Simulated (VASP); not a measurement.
# AlCo (Pm-3m) in VASP: further runs

Runs on AlCo. Level: PBEsol. Tasks: elastic constants.

All numbers are computed with VASP 6.6.1; they aren't measurements. Logs are shortened: lines on timing, memory, paths and dates and some standing lists are left out, and cuts for length are marked.

**1. The cell of the first run**

It takes space group Pm-3m (No. 221, cubic). Conventional cell: a = 2.761 Å, b = 2.761 Å, c = 2.761 Å, α = 90.00°, β = 90.00°, γ = 90.00°. Al (site symmetry m-3m) has 8 Co at 2.39 Å and 6 Al at 2.76 Å within 3.2 Å. Co (site symmetry m-3m) has 8 Al at 2.39 Å and 6 Co at 2.76 Å within 3.2 Å.

**2. Elastic constants, PBEsol**

The input, INCAR:

```
ALGO = Normal
EDIFF = 1E-8
ENCUT = 600
GGA = PS
IBRION = 6
ISIF = 3
ISMEAR = -1
LASPH = T
LCHARG = F
LREAL = F
LWAVE = F
NELM = 80
NFREE = 2
NSW = 1
POTIM = 0.015
PREC = Accurate
SIGMA = 0.1
```

The input, KPOINTS:

```
k-points
0
Gamma
  16 16 16
```

The input, POSCAR:

```
AlCo
1.0
    2.7607364646      0.0000000000      0.0000000000
    0.0000000000      2.7607364646      0.0000000000
    0.0000000000      0.0000000000      2.7607364646
Al Co
1 1
Direct
    0.0000000000      0.0000000000      0.0000000000
    0.5000000000      0.5000000000      0.5000000000
```

Potentials or basis: VASP PAW PBE potentials, release 64 (Al, Co).

Run with:

```sh
> cat potpaw_PBE.64/Al/POTCAR potpaw_PBE.64/Co/POTCAR > POTCAR
> mpirun -np 1 vasp_std > vasp.out
```

OUTCAR:

```text
EDIFF = 1E-8
   ENCUT = 600
   GGA = PS
   IBRION = 6
   ISIF = 3
   ISMEAR = -1
   LASPH = T
   LREAL = F
   NELM = 80
   NFREE = 2
   NSW = 1
   POTIM = 0.015
   PREC = Accurate

 ion  position               nearest neighbor table
   1  0.000  0.000  0.000-   2 2.39   2 2.39   2 2.39   2 2.39   2 2.39   2 2.39   2 2.39   2 2.39

   2  0.500  0.500  0.500-   1 2.39   1 2.39   1 2.39   1 2.39   1 2.39   1 2.39   1 2.39   1 2.39

  LATTYP: Found a simple cubic cell.
 ALAT       =     2.7607364646

  Lattice vectors:

 A1 = (   2.7607364646,   0.0000000000,   0.0000000000)
 A2 = (   0.0000000000,   2.7607364646,   0.0000000000)
 A3 = (   0.0000000000,   0.0000000000,   2.7607364646)

Analysis of symmetry for initial positions (statically):
=====================================================================
 Subroutine PRICEL returns:
 Original cell was already a primitive cell.

 Routine SETGRP: Setting up the symmetry group for a
 simple cubic supercell.

 Subroutine GETGRP returns: Found 48 space group operations
 (whereof 48 operations were pure point group operations)
 out of a pool of 48 trial point group operations.

The static configuration has the point symmetry O_h .

Analysis of symmetry for dynamics (positions and initial velocities):
=====================================================================
 Subroutine PRICEL returns:
 Original cell was already a primitive cell.

 Routine SETGRP: Setting up the symmetry group for a
 simple cubic supercell.

 Subroutine GETGRP returns: Found 48 space group operations
 (whereof 48 operations were pure point group operations)
 out of a pool of 48 trial point group operations.

The dynamic configuration has the point symmetry O_h .

 Subroutine INISYM returns: Found 48 space group operations
 (whereof 48 operations are pure point group operations),
 and found     1 'primitive' translations

----------------------------------------------------------------------------------------

                                     Primitive cell

  volume of cell :      21.0414

  direct lattice vectors                    reciprocal lattice vectors
     2.760736465  0.000000000  0.000000000     0.362222187  0.000000000  0.000000000
     0.000000000  2.760736465  0.000000000     0.000000000  0.362222187  0.000000000
     0.000000000  0.000000000  2.760736465     0.000000000  0.000000000  0.362222187

  length of vectors
     2.760736465  2.760736465  2.760736465     0.362222187  0.362222187  0.362222187

  position of ions in fractional coordinates (direct lattice)
     0.000000000  0.000000000  0.000000000
     0.500000000  0.500000000  0.500000000

  ion indices of the primitive-cell ions
   primitive index   ion index
                 1           1
                 2           2

----------------------------------------------------------------------------------------

 KPOINTS: k-points

Automatic generation of k-mesh.
 Grid dimensions read from file:
 generate k-points for:   16   16   16

 Generating k-lattice:

  Cartesian coordinates                     Fractional coordinates (reciprocal lattice)
     0.022638887  0.000000000  0.000000000     0.062500000  0.000000000  0.000000000
     0.000000000  0.022638887  0.000000000     0.000000000  0.062500000  0.000000000
     0.000000000  0.000000000  0.022638887     0.000000000  0.000000000  0.062500000

  Length of vectors
     0.022638887  0.022638887  0.022638887

  Shift w.r.t. Gamma in fractional coordinates (k-lattice)
     0.000000000  0.000000000  0.000000000

 Subroutine IBZKPT returns following result:
 ===========================================

 Found    165 irreducible k-points:

 Following reciprocal coordinates:
            Coordinates               Weight
  0.000000  0.000000  0.000000      1.000000
  0.062500  0.000000  0.000000      6.000000
[... 54 lines left out ...]
   EMIN   =  10.00;   EMAX   =-10.00  energy-range for DOS
   EFERMI =   0.00;   METHOD = LEGACY
   ISMEAR =    -1;   SIGMA  =   0.10  broadening in eV -4-tet -1-fermi 0-gaus
   EFERMI_NEDOS =   21; number of points for ismear=-14 and -15
   IALGO  =     38    algorithm
   IMIX   =      4    mixing-type and parameters
     AMIX     =   0.40;   BMIX     =  1.00
     AMIX_MAG =   1.60;   BMIX_MAG =  1.00
  volume/ion in A,a.u.               =      10.52        71.00
  Fermi-wavevector in a.u.,A,eV,Ry     =   1.357616  2.565522 25.077188  1.843121
  Thomas-Fermi vector in A             =   2.484519
   LORBIT       =      0    0 simple, 1 ext, 2 COOP (PROOUT), +10 PAW based schemes
   GGA     = PS    functional components
   LHFCALC =     F    Hartree Fock is set to
   AEXX    =    0.0000 exact exchange contribution
   IVDW    =     0    specifies the selected vdW correction
   LEPSILON=     F    determine dielectric tensor
   LRPA    =     F    only Hartree local field effects (RPA)
 finite differences with symmetry
 non-spin polarized calculation
  energy-cutoff  :      600.00
  volume of cell :       21.04
 maximum number of plane-waves:       739
 NGX is ok and might be reduce to    24
   NGX = 11   NGY = 11   NGZ = 11

--------------------------------------- Ionic step        1  -------------------------------------------

 number of electron      12.0000002 magnetization

 Free energy of the ion-electron system (eV)
  ---------------------------------------------------
  ext. energy  EPLUGINS =         0.00000000
  ---------------------------------------------------
  free energy    TOTEN  =       -13.02947011 eV

  energy without entropy =      -13.00461129  energy(sigma->0) =      -13.01704070

------------------------ aborting loop because EDIFF is reached ----------------------------------------

  FORCE on cell =-STRESS in cart. coord.  units (eV):
  Direction    XX          YY          ZZ          XY          YZ          ZX
  --------------------------------------------------------------------------------------
  -------------------------------------------------------------------------------------
  Total        1.9776093      1.9776093      1.9776093      0.0000000      0.0000000     -0.0000000
  in kB      150.5830960    150.5830960    150.5830960      0.0000000      0.0000000     -0.0000000
  external PRESSURE =     150.5830960 kB  Pullay stress =       0.0000000 kB
[... 89 lines left out ...]
  FREE ENERGIE OF THE ION-ELECTRON SYSTEM (eV)
  ---------------------------------------------------
  free  energy   TOTEN  =       -12.9936881413 eV

  energy  without entropy=      -12.9693150572  energy(sigma->0) =      -12.98150160

[... ionic steps 4 to 14 ...]

--------------------------------------- Ionic step       15  -------------------------------------------

 number of electron      12.0000002 magnetization

------------------------ aborting loop because EDIFF is reached ----------------------------------------
[... 67 lines left out ...]
--------------------------------------- Ionic step       17  -------------------------------------------

 number of electron      12.0000002 magnetization

 Free energy of the ion-electron system (eV)
  ---------------------------------------------------
  ext. energy  EPLUGINS =         0.00000000
  ---------------------------------------------------
  free energy    TOTEN  =       -13.02835152 eV

  energy without entropy =      -13.00349437  energy(sigma->0) =      -13.01592294

 E-fermi :  11.7401     XC(G=0): -12.8607

 val. band max:       11.7168583124   @ k =   0.5000   0.3750   0.0000
 cond. band min:      11.7433276696   @ k =   0.0625   0.5000   0.3750
 fundamental gap:      0.0264693572
 Fermi energy:        11.7400712902

 k-point     1 :       0.0000    0.0000    0.0000
  band No.  band energies     occupation
      1       0.0487      2.00000
      2       8.3368      2.00000
      3       8.3372      2.00000
      4      10.8428      1.99975
      5      10.8432      1.99975
      6      10.8432      1.99975
      7      18.2435      0.00000
      8      18.2439      0.00000
      9      18.2439      0.00000
     10      20.9360      0.00000
[... 287 lines left out ...]
 k-point    24 :       0.5000    0.1250    0.0000
  band No.  band energies     occupation
      1       4.8439      2.00000
      2       4.9602      2.00000
      3       9.0973      2.00000
      4       9.7318      2.00000
      5       9.8806      2.00000
      6      10.8245      1.99979
      7      11.9872      0.15579
      8      19.4954      0.00000
      9      20.8606      0.00000
     10      23.4358      0.00000

 [... further k-points ...]

------------------------ aborting loop because EDIFF is reached ----------------------------------------

  FORCE on cell =-STRESS in cart. coord.  units (eV):
  Direction    XX          YY          ZZ          XY          YZ          ZX
  --------------------------------------------------------------------------------------
  -------------------------------------------------------------------------------------
  Total        1.9766979      1.9796233      1.9796233      0.0000000      0.0000000      0.0000000
  in kB      150.5136991    150.7364509    150.7364509      0.0000000      0.0000000      0.0000000
  external PRESSURE =     150.6622003 kB  Pullay stress =       0.0000000 kB
[... 17 lines left out ...]
  FREE ENERGIE OF THE ION-ELECTRON SYSTEM (eV)
  ---------------------------------------------------
  free  energy   TOTEN  =       -13.0283515199 eV

  energy  without entropy=      -13.0034943651  energy(sigma->0) =      -13.01592294

 INTERNAL STRAIN TENSORS FROM STRAINED CELLS
 ============================================

 INTERNAL STRAIN TENSOR FOR ION    1 for displacements in x,y,z  (eV/Angst):
          X           Y           Z          XY          YZ          ZX
  --------------------------------------------------------------------------------
  x     0.00000     0.00000     0.00000     0.00000     0.00000    -0.00000
  y     0.00000     0.00000     0.00000     0.00000     0.00000     0.00000
  z     0.00000     0.00000     0.00000     0.00000     0.00000     0.00000

 INTERNAL STRAIN TENSORS FROM DISPLACED ATOMS
 ============================================

 INTERNAL STRAIN TENSOR FOR ION    1 for displacements in x,y,z  (eV/Angst):
          X           Y           Z          XY          YZ          ZX
  --------------------------------------------------------------------------------
  x     0.00000     0.00000     0.00000     0.00000     0.00000     0.00000
  y     0.00000     0.00000     0.00000     0.00000     0.00000     0.00000
  z     0.00000     0.00000     0.00000     0.00000     0.00000     0.00000

 INTERNAL STRAIN TENSOR FOR ION    2 for displacements in x,y,z  (eV/Angst):
          X           Y           Z          XY          YZ          ZX
  --------------------------------------------------------------------------------
  x     0.00000     0.00000     0.00000     0.00000     0.00000     0.00000
  y     0.00000     0.00000     0.00000     0.00000     0.00000     0.00000
  z     0.00000     0.00000     0.00000     0.00000     0.00000     0.00000

 Eigenvectors and eigenvalues of the dynamical matrix
 ----------------------------------------------------

   1 f  =   11.460121 THz    72.006063 2PiTHz  382.268486 cm-1    47.395230 meV
             X         Y         Z           dx          dy          dz
      0.000000  0.000000  0.000000     0.828223   -0.000000   -0.000000
      1.380368  1.380368  1.380368    -0.560399    0.000000    0.000000
[... 21 lines left out ...]
   6 f/i=    0.000002 THz     0.000013 2PiTHz    0.000072 cm-1     0.000009 meV
             X         Y         Z           dx          dy          dz
      0.000000  0.000000  0.000000    -0.379775    0.406381    0.068354
      1.380368  1.380368  1.380368    -0.561276    0.600597    0.101022

--------------------------------------------------------------------------------------------------------

 ELASTIC MODULI CONTR FROM IONIC RELAXATION (kBar)
 Direction    XX          YY          ZZ          XY          YZ          ZX
 --------------------------------------------------------------------------------
 XX           0.0000      0.0000      0.0000      0.0000      0.0000      0.0000
 YY           0.0000      0.0000      0.0000      0.0000      0.0000      0.0000
 ZZ           0.0000      0.0000      0.0000      0.0000      0.0000      0.0000
 XY           0.0000      0.0000      0.0000      0.0000      0.0000      0.0000
 YZ           0.0000      0.0000      0.0000      0.0000      0.0000      0.0000
 ZX           0.0000      0.0000      0.0000      0.0000      0.0000      0.0000
 --------------------------------------------------------------------------------

 TOTAL ELASTIC MODULI (kBar)
 Direction    XX          YY          ZZ          XY          YZ          ZX
 --------------------------------------------------------------------------------
 XX        3802.1905   1700.0191   1700.0191      0.0000      0.0000     -0.0000
 YY        1700.0191   3802.1905   1700.0191      0.0000      0.0000      0.0000
 ZZ        1700.0191   1700.0191   3802.1905      0.0000      0.0000     -0.0000
 XY           0.0000      0.0000      0.0000   1854.6617      0.0000      0.0000
 YZ           0.0000      0.0000      0.0000      0.0000   1854.6617      0.0000
 ZX          -0.0000      0.0000     -0.0000      0.0000      0.0000   1854.6617
 --------------------------------------------------------------------------------
```

Wall time 32 min (1 thread of Intel Xeon 8259CL, shared host); peak memory 0.68 GiB.

Results:

```yaml
Elastic_constants_C11_C12_C44: 380, 170, 185 GPa
Voigt_bulk_modulus: 240 GPa
Highest_phonon_frequency_at_Γ: 382 cm⁻¹
```

Phonon frequencies in cm⁻¹ (negative: imaginary):
```tsv
q point	frequencies
(0.000, 0.000, 0.000)	0 0 0 382 382 382
```

Elastic tensor in Voigt notation (GPa, in the Cartesian axes of the cell as first typed):
```
380 170 170   0   0   0
170 380 170   0   0   0
170 170 380   0   0   0
  0   0   0 185   0   0
  0   0   0   0 185   0
  0   0   0   0   0 185
```

Clamped-ion elastic tensor (GPa):
```
380 170 170   0   0   0
170 380 170   0   0   0
170 170 380   0   0   0
  0   0   0 185   0   0
  0   0   0   0 185   0
  0   0   0   0   0 185
```

Caveat: the cell is under stress, which shifts elastic constants; the PAW data sets were made with another functional, which shifts forces and pressure a little; the run has no spin polarisation, though such a crystal can be magnetic. Spin polarisation is off, so any magnetic state and its effect on volume and gap are missing.

**3. Elastic constants, PBEsol**

This run uses another cell than the first one, of 11.20 Å³/atom.

The input, INCAR:

```
ALGO     = Normal         # electronic algorithm
EDIFF    = 1E-8           # SCF threshold, eV
ENCUT    = 600            # plane-wave cutoff, eV
GGA      = PS             # functional
IBRION   = 6              # ionic algorithm
ISIF     = 3              # what is computed and relaxed
ISMEAR   = -1             # smearing method
LASPH    = True           # aspherical terms in the spheres
LCHARG   = True           # write CHGCAR
LREAL    = False          # projectors in reciprocal space
LWAVE    = False          # write WAVECAR
NELM     = 100            # most SCF steps
NFREE    = 2            
NSW      = 1              # ionic steps
POTIM    = 0.015          # step
PREC     = Accurate       # precision mode
SIGMA    = 0.1            # smearing width, eV
```

KPOINTS is that of step 2.

The input, POSCAR:

```
AlCo
1.0
    2.8186632470      0.0000000000      0.0000000000
    0.0000000000      2.8186632470      0.0000000000
    0.0000000000      0.0000000000      2.8186632470
Al Co
1 1
Direct
    0.0000000000      0.0000000000      0.0000000000
    0.5000000000      0.5000000000      0.5000000000
```

Potentials or basis: VASP PAW PBE potentials, release 64 (Al, Co).

Run with:

```sh
> cat potpaw_PBE.64/Al/POTCAR potpaw_PBE.64/Co/POTCAR > POTCAR
> mpirun -np 1 vasp_std > vasp.out
```

It took 15 min on 1 thread of Intel Xeon Platinum 8488C (Sapphire Rapids), shared host; peak memory 0.7 GiB.

The run converged. Its results:

| Property | Result |
| --- | --- |
| Elastic constants C11, C12, C44 | 309, 140, 154 GPa |
| Voigt bulk modulus | 196 GPa |
| Highest phonon frequency at Γ | 344 cm⁻¹ |

Phonon frequencies in cm⁻¹ (negative: imaginary):
| q point | frequencies |
| --- | --- |
| (0.000, 0.000, 0.000) | 0 0 0 344 344 344 |

Elastic tensor in Voigt notation (GPa, in the Cartesian axes of the cell as first typed):
```
309 140 140   0   0   0
140 309 140   0   0   0
140 140 309   0   0   0
  0   0   0 154   0   0
  0   0   0   0 154   0
  0   0   0   0   0 154
```

Clamped-ion elastic tensor (GPa):
```
309 140 140   0   0   0
140 309 140   0   0   0
140 140 309   0   0   0
  0   0   0 154   0   0
  0   0   0   0 154   0
  0   0   0   0   0 154
```

Caveat: the cell is under stress, which shifts elastic constants; the PAW data sets were made with another functional, which shifts forces and pressure a little; the run has no spin polarisation, though such a crystal can be magnetic.

[end of part 1 of 2]
